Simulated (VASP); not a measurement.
Write the native input for VASP 6.6.1 that does the following.

- Task: relaxation of cell and atoms
- Functional: PBEsol
- Potentials or basis: VASP PAW PBE potentials, release 64 (Al)
- Cutoff: 600 eV
- k mesh: 14 × 14 × 14
- Occupations: fermi-dirac, width 0.1 eV
- Spin: no spin polarisation
- Dipole correction: no
- Further INCAR settings: ALGO = Normal; EDIFF = 1e-06; IBRION = 2; EDIFFG = -0.01; NSW = 80; ISIF = 3

The structure of Al lies in POSCAR:

```
Al
1.0
   -1.6070768880      1.6070768880      1.6070768880
    1.6070768880     -1.6070768880      1.6070768880
    1.6070768880      1.6070768880     -1.6070768880
Al
1
Direct
    0.0000000000      0.0000000000      0.0000000000
```

These files were run (other wordings do the same):

INCAR

```
SYSTEM = Al
PREC = Accurate
ENCUT = 600
EDIFF = 1E-6
ISMEAR = -1
SIGMA = 0.1
LREAL = .False.
LASPH = .True.
NELM = 80
ALGO = Normal
ISIF = 3
LWAVE = .False.
LCHARG = .False.
GGA = PS
IBRION = 2
NSW = 80
EDIFFG = -0.01
```

KPOINTS

```
regular mesh
0
Gamma
  14 14 14
  0 0 0
```

Potentials or basis: VASP PAW PBE potentials, release 64 (Al).

The run is started by

```console
$ cat potpaw_PBE.64/Al/POTCAR > POTCAR
$ mpirun -np 1 vasp_std > vasp.out
```

It gave:

```json
{"Pressure after relaxing": "0.1 GPa"}
```

Caveat: the relaxation stopped at its first step, so nothing moved; the PAW data sets were made with another functional, which shifts forces and pressure a little.

Wall time 8.8 s on 1 thread of Intel(R) Xeon(R) Platinum 8375C CPU @ 2.90GHz (Ice Lake), on a shared host, peak memory 0.13 GiB.
